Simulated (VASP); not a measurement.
# La2O3 (P-1) in VASP: single point with PBE

Aim: the single point of La2O3 with PBE.

Everything below comes from runs of VASP 6.6.1. Logs are shortened: lines on timing, memory, paths and dates and some standing lists are left out, and cuts for length are marked.

### Step 1. The cell of the first run

The typed cell holds 5 atoms: a = 3.941 Å, b = 3.941 Å, c = 6.188 Å, α = 90.00°, β = 90.00°, γ = 120.00°.

### Step 2. Single point, PBE

The input, INCAR:

```
SYSTEM = La2O3
  ALGO = Normal
  EDIFF = 1E-6
  ENCUT = 600
  GGA = PE
  GGA_COMPAT = .False.
  ISIF = 2
  ISMEAR = -1
  LASPH = .True.
  LCHARG = .False.
  LMAXMIX = 6
  LREAL = .False.
  LWAVE = .False.
  NBANDS = 28
  NELM = 200
  PREC = Accurate
  SIGMA = 0.01
```

The input, KPOINTS:

```
k-points
0
Gamma
  8 8 5
  0 0 0
```

The input, POSCAR:

```
La2O3
1.0
    3.9405726816     -0.0000000289      0.0000000000
   -1.9702863158      3.4126360622      0.0000000000
    0.0000000000      0.0000000000      6.1878594546
La O
2 3
Direct
    0.6695046460      0.3306761695      0.7528389210
    0.3304953534      0.6693238298      0.2471610791
    0.6680784383      0.3318324169      0.3535638914
    0.3319215611      0.6681675824      0.6464361086
    0.0000000000      0.0000000000      0.0000000000
```

Potentials or basis: VASP PAW PBE potentials, release 64 (La, O).

Launch:

```bash
$ cat potpaw_PBE.64/La/POTCAR potpaw_PBE.64/O/POTCAR > POTCAR
$ mpirun -np 1 vasp_std > vasp.out
```

OUTCAR:

```text
SYSTEM = La2O3
   EDIFF = 1E-6
   ENCUT = 600
   GGA = PE
   ISIF = 2
   ISMEAR = -1
   LASPH = .True.
   LREAL = .False.
   NELM = 200
   PREC = Accurate

 ion  position               nearest neighbor table
   1  0.670  0.331  0.753-   4 2.35   4 2.35   4 2.40   3 2.47   5 2.73   5 2.75   5 2.75
   2  0.330  0.669  0.247-   3 2.35   3 2.35   3 2.40   4 2.47   5 2.73   5 2.75   5 2.75
   3  0.668  0.332  0.354-   2 2.35   2 2.35   2 2.40   1 2.47
   4  0.332  0.668  0.646-   1 2.35   1 2.35   1 2.40   2 2.47
   5  0.000  0.000  0.000-   1 2.73   2 2.73   2 2.75   1 2.75   1 2.75   2 2.75

  LATTYP: Found a hexagonal cell.
 ALAT       =     3.9405726816
 C/A-ratio  =     1.5702944609

  Lattice vectors:

 A1 = (   3.9405726816,  -0.0000000289,   0.0000000000)
 A2 = (  -1.9702863158,   3.4126360622,   0.0000000000)
 A3 = (   0.0000000000,   0.0000000000,   6.1878594546)

Analysis of symmetry for initial positions (statically):
=====================================================================
 Subroutine PRICEL returns:
 Original cell was already a primitive cell.

 Routine SETGRP: Setting up the symmetry group for a
 hexagonal supercell.

 Subroutine GETGRP returns: Found  2 space group operations
 (whereof  2 operations were pure point group operations)
 out of a pool of 24 trial point group operations.

The static configuration has the point symmetry S_2 .

Analysis of symmetry for dynamics (positions and initial velocities):
=====================================================================
 Subroutine PRICEL returns:
 Original cell was already a primitive cell.

 Routine SETGRP: Setting up the symmetry group for a
 hexagonal supercell.

 Subroutine GETGRP returns: Found  2 space group operations
 (whereof  2 operations were pure point group operations)
 out of a pool of 24 trial point group operations.

The dynamic configuration has the point symmetry S_2 .

 Subroutine INISYM returns: Found  2 space group operations
 (whereof  2 operations are pure point group operations),
 and found     1 'primitive' translations

----------------------------------------------------------------------------------------

                                     Primitive cell

  volume of cell :      83.2127

  direct lattice vectors                    reciprocal lattice vectors
[... 91 lines left out ...]
   ENCUT  =  600.0 eV  44.10 Ry    6.64 a.u.   7.87  7.87 12.36*2*pi/ulx,y,z
   NELM   =    200;   NELMIN=  2; NELMDL= -5     # of ELM steps
   EDIFF  = 0.1E-05   stopping-criterion for ELM
   LREAL  =      F    real-space projection
   EDIFFG = 0.1E-04   stopping-criterion for IOM
   NSW    =      0    number of steps for IOM
   IBRION =     -1    ionic relax: 0-MD 1-quasi-New 2-CG
   NFREE  =      0    steps in history (QN), initial steepest desc. (CG)
   ISIF   =      2    stress and relaxation
   ISYM   =      2    0-nonsym 1-usesym 2-fastsym
   POTIM  = 0.5000    time-step for ionic-motion
   TEBEG  =    0.0;   TEEND  =   0.0 temperature during run
   PSTRESS=    0.0 pullay stress
   NELECT =      40.0000    total number of electrons
   NUPDOWN=      -1.0000    fix difference up-down
   EMIN   =  10.00;   EMAX   =-10.00  energy-range for DOS
   EFERMI =   0.00;   METHOD = LEGACY
   ISMEAR =    -1;   SIGMA  =   0.01  broadening in eV -4-tet -1-fermi 0-gaus
   EFERMI_NEDOS =   21; number of points for ismear=-14 and -15
   IALGO  =     38    algorithm
   IMIX   =      4    mixing-type and parameters
     AMIX     =   0.40;   BMIX     =  1.00
     AMIX_MAG =   1.60;   BMIX_MAG =  1.00
  volume/ion in A,a.u.               =      16.64       112.31
  Fermi-wavevector in a.u.,A,eV,Ry     =   1.282424  2.423430 22.376289  1.644611
  Thomas-Fermi vector in A             =   2.414736
   LORBIT       =      0    0 simple, 1 ext, 2 COOP (PROOUT), +10 PAW based schemes
   GGA     = PE    functional components
   LHFCALC =     F    Hartree Fock is set to
   AEXX    =    0.0000 exact exchange contribution
   IVDW    =     0    specifies the selected vdW correction
   LEPSILON=     F    determine dielectric tensor
   LRPA    =     F    only Hartree local field effects (RPA)
 non-spin polarized calculation
  energy-cutoff  :      600.00
  volume of cell :       83.21
 maximum number of plane-waves:      2796
   NGX = 15   NGY = 15   NGZ = 25

 number of electron      39.9999999 magnetization

 Free energy of the ion-electron system (eV)
  ---------------------------------------------------
  ext. energy  EPLUGINS =         0.00000000
  ---------------------------------------------------
  free energy    TOTEN  =       -41.82831216 eV

  energy without entropy =      -41.82831216  energy(sigma->0) =      -41.82831216

 E-fermi :   5.9924     XC(G=0): -10.3849

 val. band max:        5.7760386035   @ k =   0.5000  -0.2500   0.4000
 cond. band min:       9.6365759605   @ k =   0.5000  -0.0000   0.0000
 fundamental gap:      3.8605373570
 Fermi energy:         5.9924049461

 k-point     1 :       0.0000    0.0000    0.0000
  band No.  band energies     occupation
      1     -24.0591      2.00000
      2     -23.8411      2.00000
      3     -11.0607      2.00000
      4      -9.8575      2.00000
      5      -9.3957      2.00000
      6      -7.5470      2.00000
[... 733 lines left out ...]
     27      11.1353      0.00000
     28      11.1995      0.00000

 [... further k-points ...]

------------------------ aborting loop because EDIFF is reached ----------------------------------------

  FORCE on cell =-STRESS in cart. coord.  units (eV):
  Direction    XX          YY          ZZ          XY          YZ          ZX
  --------------------------------------------------------------------------------------
  -------------------------------------------------------------------------------------
  Total       -0.3516048     -0.0272412     -0.2122611      0.2862053      0.0951595     -0.1704336
  in kB       -6.7697959     -0.5245017     -4.0868739      5.5105947      1.8322010     -3.2815279
  external PRESSURE =      -3.7937238 kB  Pullay stress =       0.0000000 kB

 VOLUME and BASIS-vectors are now :
 -----------------------------------------------------------------------------
  energy-cutoff  :      600.00
  volume of cell :       83.21
      direct lattice vectors                 reciprocal lattice vectors
     3.940572682 -0.000000029  0.000000000     0.253770222  0.146514304  0.000000000
    -1.970286316  3.412636062  0.000000000     0.000000002  0.293028611  0.000000000
     0.000000000  0.000000000  6.187859455     0.000000000  0.000000000  0.161606773

 POSITION                                       TOTAL-FORCE (eV/Angst)
 -----------------------------------------------------------------------------------
      1.98670      1.12848      4.65846        -0.125983      0.070742     -0.003491
     -0.01642      2.28416      1.52940         0.125983     -0.070742      0.003491
      1.97881      1.13242      2.18780        -0.119730      0.069440      0.048465
     -0.00852      2.28021      4.00006         0.119730     -0.069440     -0.048465
      0.00000      0.00000      0.00000        -0.000000      0.000000      0.000000
 -----------------------------------------------------------------------------------
    total drift:                                0.000002      0.000006     -0.000001

  FREE ENERGIE OF THE ION-ELECTRON SYSTEM (eV)
  ---------------------------------------------------
  free  energy   TOTEN  =       -41.8283121623 eV

  energy  without entropy=      -41.8283121623  energy(sigma->0) =      -41.82831216
```

OSZICAR:

```text
N       E                     dE             d eps       ncg     rms          rms(c)
DAV:   1     0.493616209764E+03    0.49362E+03   -0.16983E+04  9440   0.244E+03
DAV:   2     0.901958990687E+02   -0.40342E+03   -0.38131E+03 12112   0.363E+02
DAV:   3    -0.322803002572E+02   -0.12248E+03   -0.11802E+03 14696   0.210E+02
DAV:   4    -0.465592185975E+02   -0.14279E+02   -0.14239E+02 15188   0.749E+01
DAV:   5    -0.475198225142E+02   -0.96060E+00   -0.95972E+00 15680   0.211E+01    0.150E+01
DAV:   6    -0.418685576769E+02    0.56513E+01   -0.50393E+01 14624   0.380E+01    0.769E+00
DAV:   7    -0.418289604794E+02    0.39597E-01   -0.54340E+00 17712   0.207E+01    0.355E+00
DAV:   8    -0.418291757565E+02   -0.21528E-03   -0.60240E-01 15696   0.593E+00    0.125E+00
DAV:   9    -0.418241833280E+02    0.49924E-02   -0.10313E-01 16448   0.239E+00    0.345E-01
DAV:  10    -0.418268974888E+02   -0.27142E-02   -0.26732E-02 16072   0.100E+00    0.172E-01
DAV:  11    -0.418282106011E+02   -0.13131E-02   -0.85763E-03 16304   0.639E-01    0.131E-01
DAV:  12    -0.418282651680E+02   -0.54567E-04   -0.27097E-03 14760   0.326E-01    0.534E-02
DAV:  13    -0.418283084593E+02   -0.43291E-04   -0.11099E-03 16648   0.212E-01    0.241E-02
DAV:  14    -0.418283119567E+02   -0.34974E-05   -0.15388E-04 14928   0.920E-02    0.955E-03
DAV:  15    -0.418283116629E+02    0.29382E-06   -0.23897E-05 14504   0.389E-02    0.279E-03
DAV:  16    -0.418283121623E+02   -0.49941E-06   -0.76368E-06 13960   0.167E-02
   1 F= -.41828312E+02 E0= -.41828312E+02  d E =-.553909E-11
```

stdout:

```text
POSCAR found type information on POSCAR LaO
 POSCAR found :  2 types and       5 ions
 scaLAPACK will be used
 LDA part: xc-table for (Slater+PW92), standard interpolation
 POSCAR, INCAR and KPOINTS ok, starting setup
 FFT: planning ... GRIDC
 FFT: planning ... GRID_SOFT
 FFT: planning ... GRID
 WAVECAR not read
 entering main loop
```

Run time: 8.1 min. Hardware: 1 thread of AMD EPYC 7R13 (Zen 3), shared host; peak memory 0.51 GiB.

What came out:

```
Free energy            : -41.8283 eV
Pressure               : -0.4 GPa
Largest force          : 0.147 eV/Å
Band gap on the k mesh : 3.86 eV (least direct gap 4.05 eV)
```

Forces in eV/Å, atoms in the order of the input:
```
La  -0.126  0.071 -0.003
La   0.126 -0.071  0.003
O   -0.120  0.069  0.048
O    0.120 -0.069 -0.048
O    0.000  0.000  0.000
```

Stress tensor (GPa, compression positive):
```
-0.68  0.55 -0.33
 0.55 -0.05  0.18
-0.33  0.18 -0.41
```

Caveat: spin-orbit coupling is left out, which moves the levels of the heavy elements. A k mesh can miss the band edges.
